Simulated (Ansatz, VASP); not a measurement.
**One calculation of NaF, two programs**

INCAR

```
SYSTEM = NaF
PREC     = Accurate       ! precision mode
ENCUT    = 520            ! plane-wave cutoff, eV
EDIFF    = 1E-7           ! SCF threshold, eV
ISMEAR   = 0              ! smearing method
SIGMA    = 0.05           ! smearing width, eV
LREAL    = .FALSE.        ! projectors in reciprocal space
LASPH    = .TRUE.         ! aspherical terms in the spheres
NELM     = 60             ! most SCF steps
ALGO     = Normal         ! electronic algorithm
ISIF     = 2              ! what is computed and relaxed
LWAVE    = .FALSE.        ! write WAVECAR
LCHARG   = .TRUE.         ! write CHGCAR
GGA      = PS             ! functional
LELF     = .TRUE.         ! ELF
LVHAR    = .TRUE.       
NBANDS   = 14             ! bands
```

The input KPOINTS:

```
regular mesh
0
G
  10 10 10
  0 0 0
```

Contents of POSCAR:

```
NaF
1.0
    0.0000000000      2.3200000000      2.3200000000
    2.3200000000      0.0000000000      2.3200000000
    2.3200000000      2.3200000000      0.0000000000
Na F
1 1
Direct
    0.0000000000      0.0000000000      0.0000000000
    0.5000000000      0.5000000000      0.5000000000
```

input.yaml

```yaml
crystal:
  lattice:
    - [0.0, 2.32, 2.32]
    - [2.32, 0.0, 2.32]
    - [2.32, 2.32, 0.0]
  atoms:
    - { symbol: Na, position: [0.0, 0.0, 0.0] }
    - { symbol: F, position: [0.5, 0.5, 0.5] }
hamiltonian:
  xc: pbesol
  pseudopotentials: { kind: paw }
kpoints:
  mp_grid: { grid: [10, 10, 10] }
scf:
  occupations: { method: gaussian, width: 0.05 }
output:
  forces: true
  stress: true
  eigenvalues: true
```

Alike in both runs: task single point; functional PBEsol; k mesh 10 × 10 × 10; occupations gaussian, width 0.05 eV; no spin polarisation.

```csv
,VASP,Ansatz
version,VASP 6.6.1,Ansatz 0.2.0
potentials or method,"VASP PAW PBE potentials, release 64 (Na_pv, F)",Ansatz PAW
plane-wave cutoff (eV),520,420
valence electrons in the cell,14,16
```

VASP gave:

```
gap on the k mesh at the Fermi level (eV) : 6.14
least direct gap on the mesh (eV)         : 6.14
pressure (GPa)                            : -0.3
```

Problem. What did Ansatz give for the same quantities?

Solution. gap on the k mesh at the Fermi level (eV): 6.16; least direct gap on the mesh (eV): 6.16; pressure (GPa): -0.3.

VASP's potentials were made for PBE, not for PBEsol. The functional is the same, so the differences come from potentials, cutoffs and numerics. VASP's potentials hold 14 valence electrons a cell and Ansatz's 16, so a difference there can come from the potentials and not from the codes.
